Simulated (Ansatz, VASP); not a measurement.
# BaTiO3: VASP beside Ansatz

```
Ba Ti O
1.0
     2.84005   -1.63971   -2.33143
     0.00000    3.27941   -2.33143
    10.65020    6.14890    3.49715
Ba Ti O
3 3 9
Direct
  0.43357 0.43357 0.75153
  0.93357 0.93357 0.08486
  0.68357 0.68357 0.41820
  0.79174 0.79174 0.92268
  0.29174 0.29174 0.25602
  0.04174 0.04174 0.58935
  0.82486 0.33445 0.91385
  0.32486 0.83445 0.24718
  0.07486 0.58445 0.58052
  0.33445 0.82486 0.91385
  0.83445 0.32486 0.24718
  0.58445 0.07486 0.58052
  0.45226 0.45226 0.07732
  0.20226 0.20226 0.41065
  0.95226 0.95226 0.74399
```

Alike in both runs: task single point; functional r2SCAN; k mesh 6 × 6 × 2; occupations gaussian, width 0.05 eV; no spin polarisation.

|  | VASP | Ansatz |
| --- | --- | --- |
| version | VASP 6.6.1 | Ansatz 0.2.0 |
| potentials or method | VASP PAW PBE potentials, release 64 (Ba_sv, Ti_sv, O), cutoff 520 eV | scalar-relativistic, plane waves, PAW |
| valence electrons in the cell | 120 | 120 |

|  | VASP | Ansatz | Ansatz less VASP |
| --- | --- | --- | --- |
| gap on the k mesh at the Fermi level (eV) | 1.04 | 1.04 | +0.002 |
| least direct gap on the mesh (eV) | 1.23 | 1.21 | -0.019 |
| pressure (GPa) | 3.6 | 1.3 | -2.25 |
| traceless stress, the component that is largest in VASP (GPa) | -8.58 | -8.23 | +0.344 |
| rms of the force components (eV/Å) | 1.497 | 1.416 | -0.0807 |

VASP's potentials were made for PBE, not for r2SCAN. Atom by atom the forces differ by 0.106 eV/Å (rms over components).

Spin-orbit coupling is off throughout.
